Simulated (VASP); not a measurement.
Input of a VASP 6.6.1 run:

The input INCAR:

```
PREC     = Accurate       # precision mode
ENCUT    = 520            # plane-wave cutoff, eV
EDIFF    = 1E-6           # SCF threshold, eV
ISMEAR   = -1             # smearing method
SIGMA    = 0.03           # smearing width, eV
LREAL    = False          # projectors in reciprocal space
LASPH    = True           # aspherical terms in the spheres
NELM     = 100            # most SCF steps
ALGO     = Normal         # electronic algorithm
ISIF     = 2              # what is computed and relaxed
LWAVE    = False          # write WAVECAR
LCHARG   = False          # write CHGCAR
GGA      = PE             # functional
NBANDS   = 17             # bands
```

File KPOINTS:

```
Automatic mesh
0
Gamma
  9 9 5
```

POSCAR

```
Sr
1.0
    4.3100002207      0.0000000000      0.0000000000
   -2.1550001104      3.7325696814      0.0000000000
    0.0000000000      0.0000000000      7.0500000000
Sr
2
Direct
    0.3611755593      0.6666666667      0.2500000000
    0.6666666667      0.3333333333      0.7500000000
```

Potentials or basis: VASP PAW PBE potentials, release 64 (Sr_sv).

The run is started by

```console
$ cat potpaw_PBE.64/Sr_sv/POTCAR > POTCAR
$ mpirun -np 1 vasp_std > vasp.out
```

(1) Estimate the band gap on the k mesh.

(2) What does it give for the largest force?

(3) What does it give for the pressure?

Answers

(1) zero (bands 10 and 11 overlap by 0.24 eV).

(2) 0.037 eV/Å.

(3) -0.2 GPa.

Caveat: the cell differs from its parent crystal (atom 1 (Sr) moved by [0.12, 0.0, 0.0] A).
